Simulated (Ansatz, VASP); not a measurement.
## SrCl: VASP beside Ansatz

File POSCAR:

```
SrCl
1.0
    0.0000000000      3.0044767934      3.0044767934
    3.0044767934      0.0000000000      3.0044767934
    3.0044767934      3.0044767934      0.0000000000
Sr Cl
1 1
Direct
    0.5000000000      0.5000000000      0.5000000000
    0.0000000000      0.0000000000      0.0000000000
```

INCAR.step1

```
PREC     = Accurate       # precision mode
ENCUT    = 600            # plane-wave cutoff, eV
ISMEAR   = 0              # smearing method
SIGMA    = 0.1            # smearing width, eV
LREAL    = False          # projectors in reciprocal space
LASPH    = True           # aspherical terms in the spheres
NELM     = 80             # most SCF steps
GGA      = PE             # functional
ALGO     = Normal         # electronic algorithm
EDIFF    = 1E-4           # SCF threshold, eV
LWAVE    = True           # write WAVECAR
LCHARG   = False          # write CHGCAR
```

INCAR.step2

```
PREC     = Accurate       # precision mode
ENCUT    = 600            # plane-wave cutoff, eV
EDIFF    = 1E-6           # SCF threshold, eV
ISMEAR   = 0              # smearing method
SIGMA    = 0.1            # smearing width, eV
LREAL    = False          # projectors in reciprocal space
LASPH    = True           # aspherical terms in the spheres
NELM     = 80             # most SCF steps
ALGO     = Normal         # electronic algorithm
ISIF     = 3              # what is computed and relaxed
LWAVE    = False          # write WAVECAR
LCHARG   = False          # write CHGCAR
METAGGA  = R2SCAN         # meta-GGA
LMIXTAU  = True         
IBRION   = 2              # ionic algorithm
NSW      = 80             # ionic steps
EDIFFG   = -0.01          # ionic threshold
ISTART   = 1
```

File KPOINTS:

```
Automatic mesh
0
Gamma
  12 12 12
```

Input for Ansatz:

```yaml
crystal:
  lattice:
    - [0.0, 3.0044767934, 3.0044767934]
    - [3.0044767934, 0.0, 3.0044767934]
    - [3.0044767934, 3.0044767934, 0.0]
  atoms:
    - { symbol: Sr, position: [0.5, 0.5, 0.5] }
    - { symbol: Cl, position: [0.0, 0.0, 0.0] }
basis:
  ecutwfc: 500
kpoints:
  mp_grid: { grid: [12, 12, 12] }
hamiltonian:
  xc: r2scan
scf:
  occupations: { method: gaussian, width: 0.1 }
output:
  forces: true
  stress: true
  eigenvalues: true
relax:
  adjacent_minimum: "off"
  f_tol: 0.01
  max_steps: 60
  cell: { stress_tol: 0.1 }
```

Alike in both runs: task relaxation of cell and atoms; functional r2SCAN; k mesh 12 × 12 × 12; occupations gaussian, width 0.1 eV; no spin polarisation.

|  | VASP | Ansatz |
| --- | --- | --- |
| version | VASP 6.6.1 | Ansatz 0.2.0 |
| potentials or method | VASP PAW PBE potentials, release 64 (Sr_sv, Cl), cutoff 600 eV | scalar-relativistic, plane waves, PAW |
| valence electrons in the cell | 17 | 17 |

```tsv
	VASP	Ansatz	Ansatz less VASP
gap on the k mesh at the Fermi level, each at its own relaxed structure (eV)	none	none	-
relaxed volume (Å³/atom)	27.93	27.65	-0.277
relaxed length of the cell vector where the two differ most in proportion (Å)	4.291	4.276	-0.0142
```

VASP's potentials were made for PBE, not for r2SCAN. A gap of «none» marks a metal or a gap that the smearing closes.
